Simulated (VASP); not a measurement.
The system is CoPdO2.

```
CELL_PARAMETERS angstrom
1.42250 0.82128 5.96000
-1.42250 0.82128 5.96000
0.00000 -1.64256 5.96000
ATOMIC_POSITIONS crystal
Co 0.50000 0.50000 0.50000
Pd 0.00000 0.00000 0.00000
O 0.11215 0.11215 0.11215
O 0.88785 0.88785 0.88785
```

Base run:

```yaml
Program: VASP 6.6.1
Functional: LDA
Potentials_or_basis: VASP PAW LDA potentials, release 64 (Co, Pd, O)
Cutoff: 600 eV
k_mesh: 8 × 8 × 8
Occupations: gaussian, width 0.05 eV
Spin: collinear spin, ferromagnetic start
Starting_moments: "[0.75, 0.5, 0.0, 0.0] μB"
Fixed_moment: 1.25 μB
Hubbard_terms: Co d U = 1.0 eV, Pd d U = 1.0 eV
```

Its results: pressure -12.0 GPa; site moments Co +0.64; Pd +0.49; O +0.05 μB; largest force 0.362 eV/Å.

**Question.** The run is repeated on the same cell with these changes: fixed moment from 1.25 μB to 5 μB; moments at the start from [0.75, 0.5, 0.0, 0.0] to [3.12, 0.79, 0.54, 0.54]. What comes out?

**Answer.** Pressure 9.7 GPa; site moments Co +2.98; Pd +0.92; O +0.48 μB; largest force 2.031 eV/Å.

Caveats: the total moment is fixed, so each spin has its own Fermi level and the state may be an excited one; a cell with one magnetic atom can't hold antiferromagnetic order, which such compounds often take; the cell stands under tension (at least some runs); the cell stands under pressure (at least some runs); forces of over 1 eV/Å act on the atoms, so gaps and moduli don't describe the material at rest (at least some runs).
